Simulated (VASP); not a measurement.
# CsI (Pm-3m) in VASP: elastic constants with PBEsol

Aim: the elastic constants of CsI with PBEsol.

All numbers are computed with VASP 6.6.1; they aren't measurements. Logs are shortened: lines on timing, memory, paths and dates and some standing lists are left out, and cuts for length are marked.

**1. The cell of the first run**

It takes space group Pm-3m (No. 221, cubic). Conventional cell: a = 4.507 Å, b = 4.507 Å, c = 4.507 Å, α = 90.00°, β = 90.00°, γ = 90.00°. Cs (site symmetry m-3m) has 8 I at 3.90 Å and 6 Cs at 4.51 Å within 5.1 Å. I (site symmetry m-3m) has 8 Cs at 3.90 Å and 6 I at 4.51 Å within 5.1 Å.

**2. Elastic constants, PBEsol**

Input file INCAR:

```
PREC = Accurate ; ENCUT = 600
EDIFF = 1E-8 ; ISMEAR = 0
SIGMA = 0.01 ; LREAL = False
LASPH = True ; NELM = 100
ALGO = Normal ; ISIF = 3
LWAVE = False ; LCHARG = True
GGA = PS ; NBANDS = 15
IBRION = 6 ; NFREE = 2
POTIM = 0.015 ; NSW = 1
```

Input file KPOINTS:

```
Automatic mesh
0
Gamma
  6 6 6
```

Input file POSCAR:

```
CsI
1.0
    4.5070982790      0.0000000000      0.0000000000
    0.0000000000      4.5070982790      0.0000000000
    0.0000000000      0.0000000000      4.5070982790
Cs I
1 1
Direct
    0.0000000000      0.0000000000      0.0000000000
    0.5000000000      0.5000000000      0.5000000000
```

Potentials or basis: VASP PAW PBE potentials, release 64 (Cs_sv, I).

Launch:

```bash
cat potpaw_PBE.64/Cs_sv/POTCAR potpaw_PBE.64/I/POTCAR > POTCAR
mpirun -np 1 vasp_std > vasp.out
```

OUTCAR:

```text
PREC = Accurate
   ENCUT = 600
   EDIFF = 1E-8
   ISMEAR = 0
   LREAL = False
   LASPH = True
   NELM = 100
   ISIF = 3
   GGA = PS
   IBRION = 6
   NFREE = 2
   POTIM = 0.015
   NSW = 1

 ion  position               nearest neighbor table
   1  0.000  0.000  0.000-
   2  0.500  0.500  0.500-

  LATTYP: Found a simple cubic cell.
 ALAT       =     4.5070982790

  Lattice vectors:

 A1 = (   4.5070982790,   0.0000000000,   0.0000000000)
 A2 = (   0.0000000000,   4.5070982790,   0.0000000000)
 A3 = (   0.0000000000,   0.0000000000,   4.5070982790)

Analysis of symmetry for initial positions (statically):
=====================================================================
 Subroutine PRICEL returns:
 Original cell was already a primitive cell.

 Routine SETGRP: Setting up the symmetry group for a
 simple cubic supercell.

 Subroutine GETGRP returns: Found 48 space group operations
 (whereof 48 operations were pure point group operations)
 out of a pool of 48 trial point group operations.

The static configuration has the point symmetry O_h .

Analysis of symmetry for dynamics (positions and initial velocities):
=====================================================================
 Subroutine PRICEL returns:
 Original cell was already a primitive cell.

 Routine SETGRP: Setting up the symmetry group for a
 simple cubic supercell.

 Subroutine GETGRP returns: Found 48 space group operations
 (whereof 48 operations were pure point group operations)
 out of a pool of 48 trial point group operations.

The dynamic configuration has the point symmetry O_h .

 Subroutine INISYM returns: Found 48 space group operations
 (whereof 48 operations are pure point group operations),
 and found     1 'primitive' translations

[... 346 lines left out ...]
      8       0.8542      2.00000
      9       4.7687      0.00000
     10       4.9485      0.00000
     11       4.9490      0.00000
     12       8.7627      0.00000
     13       8.7630      0.00000
     14       8.7630      0.00000
[... 401 lines left out ...]
      2      -9.8157      2.00000
      3      -6.1666      2.00000
      4      -6.0357      2.00000
      5      -6.0186      2.00000
      6       0.1909      2.00000
      7       0.5690      2.00000
      8       0.7902      2.00000
      9       5.4610      0.00000
     10       5.8059      0.00000
     11       5.9392      0.00000
     12       8.1295      0.00000
     13       8.5051      0.00000
     14       9.3810      0.00000
     15      10.3385      0.00000

 [... further k-points ...]
[... 5 lines left out ...]
  --------------------------------------------------------------------------------------
  -------------------------------------------------------------------------------------
  Total        0.0290105      0.0293375      0.0293375      0.0000000      0.0000000      0.0000000
  in kB        0.5076613      0.5133834      0.5133834      0.0000000      0.0000000      0.0000000
  external PRESSURE =       0.5114761 kB  Pullay stress =       0.0000000 kB
[... 17 lines left out ...]
  FREE ENERGIE OF THE ION-ELECTRON SYSTEM (eV)
  ---------------------------------------------------
  free  energy   TOTEN  =        -5.7745719730 eV

  energy  without entropy=       -5.7745719730  energy(sigma->0) =       -5.77457197

 INTERNAL STRAIN TENSORS FROM STRAINED CELLS
 ============================================

 INTERNAL STRAIN TENSOR FOR ION    1 for displacements in x,y,z  (eV/Angst):
          X           Y           Z          XY          YZ          ZX
  --------------------------------------------------------------------------------
  x     0.00000     0.00000     0.00000     0.00000     0.00000    -0.00000
  y     0.00000     0.00000     0.00000     0.00000     0.00000     0.00000
  z     0.00000     0.00000     0.00000     0.00000     0.00000     0.00000

 INTERNAL STRAIN TENSORS FROM DISPLACED ATOMS
 ============================================

 INTERNAL STRAIN TENSOR FOR ION    1 for displacements in x,y,z  (eV/Angst):
          X           Y           Z          XY          YZ          ZX
  --------------------------------------------------------------------------------
  x     0.00000     0.00000     0.00000     0.00000     0.00000     0.00000
  y     0.00000     0.00000     0.00000     0.00000     0.00000     0.00000
  z     0.00000     0.00000     0.00000     0.00000     0.00000     0.00000

 INTERNAL STRAIN TENSOR FOR ION    2 for displacements in x,y,z  (eV/Angst):
          X           Y           Z          XY          YZ          ZX
  --------------------------------------------------------------------------------
  x     0.00000     0.00000     0.00000     0.00000     0.00000     0.00000
  y     0.00000     0.00000     0.00000     0.00000     0.00000     0.00000
  z     0.00000     0.00000     0.00000     0.00000     0.00000     0.00000

 Eigenvectors and eigenvalues of the dynamical matrix
 ----------------------------------------------------

   1 f  =    1.765010 THz    11.089888 2PiTHz   58.874411 cm-1     7.299493 meV
             X         Y         Z           dx          dy          dz
      0.000000  0.000000  0.000000    -0.000000    0.697514   -0.000000
      2.253549  2.253549  2.253549    -0.000000   -0.716571    0.000000
[... 21 lines left out ...]
   6 f/i=    0.003415 THz     0.021456 2PiTHz    0.113905 cm-1     0.014122 meV
             X         Y         Z           dx          dy          dz
      0.000000  0.000000  0.000000    -0.716571   -0.000000   -0.000000
      2.253549  2.253549  2.253549    -0.697514    0.000000    0.000000

--------------------------------------------------------------------------------------------------------

 ELASTIC MODULI CONTR FROM IONIC RELAXATION (kBar)
 Direction    XX          YY          ZZ          XY          YZ          ZX
 --------------------------------------------------------------------------------
 XX           0.0000      0.0000      0.0000      0.0000      0.0000      0.0000
 YY           0.0000      0.0000      0.0000      0.0000      0.0000      0.0000
 ZZ           0.0000      0.0000      0.0000      0.0000      0.0000      0.0000
 XY           0.0000      0.0000      0.0000      0.0000      0.0000      0.0000
 YZ           0.0000      0.0000      0.0000      0.0000      0.0000      0.0000
 ZX           0.0000      0.0000      0.0000      0.0000      0.0000      0.0000
 --------------------------------------------------------------------------------

 TOTAL ELASTIC MODULI (kBar)
 Direction    XX          YY          ZZ          XY          YZ          ZX
 --------------------------------------------------------------------------------
 XX         252.2518     69.6822     69.6822     -0.0000      0.0000      0.0000
 YY          69.6822    252.2518     69.6822      0.0000      0.0000     -0.0000
 ZZ          69.6822     69.6822    252.2518      0.0000     -0.0000     -0.0000
 XY          -0.0000      0.0000      0.0000     73.9715      0.0000      0.0000
 YZ           0.0000      0.0000     -0.0000      0.0000     73.9715      0.0000
 ZX           0.0000     -0.0000     -0.0000      0.0000      0.0000     73.9715
 --------------------------------------------------------------------------------
```

stdout:

```text
POSCAR found type information on POSCAR CsI
 POSCAR found :  2 types and       2 ions
 scaLAPACK will be used
 -----------------------------------------------------------------------------
|                                                                             |
|                                                                             |
|     You enforced a specific xc type in the INCAR file but a different       |
|     I HOPE YOU KNOW WHAT YOU ARE DOING!                                     |
[... 32 lines left out ...]
 Finite differences progress:
 bond charge predicted
 Finite differences progress:
 bond charge predicted
 Finite differences progress:
 bond charge predicted
 Finite differences progress:
 bond charge predicted
 Finite differences progress:
 bond charge predicted
 Finite differences progress:
 bond charge predicted
 Finite differences progress:
```

Run time: 11 min. Hardware: 1 thread of Intel Xeon Platinum 8259CL at 2.50GHz (Skylake/Cascade Lake), shared host; peak memory 0.39 GiB.

What came out:

```
Elastic constants C11, C12, C44                         : 25, 7, 7 GPa
Voigt bulk modulus                                      : 13 GPa
Highest phonon frequency at Γ, LO-TO splitting left out : 59 cm⁻¹
```

Phonon frequencies in cm⁻¹ (negative: imaginary):
```csv
q point,frequencies
"(0.000, 0.000, 0.000)",0 0 0 59 59 59
```

Elastic tensor in Voigt notation (GPa, in the Cartesian axes of the cell as first typed):
```
25  7  7  0  0  0
 7 25  7  0  0  0
 7  7 25  0  0  0
 0  0  0  7  0  0
 0  0  0  0  7  0
 0  0  0  0  0  7
```

Clamped-ion elastic tensor (GPa):
```
25  7  7  0  0  0
 7 25  7  0  0  0
 7  7 25  0  0  0
 0  0  0  7  0  0
 0  0  0  0  7  0
 0  0  0  0  0  7
```

Caveat: the PAW data sets were made with another functional, which shifts forces and pressure a little; spin-orbit coupling is left out, which moves the levels of the heavy elements.
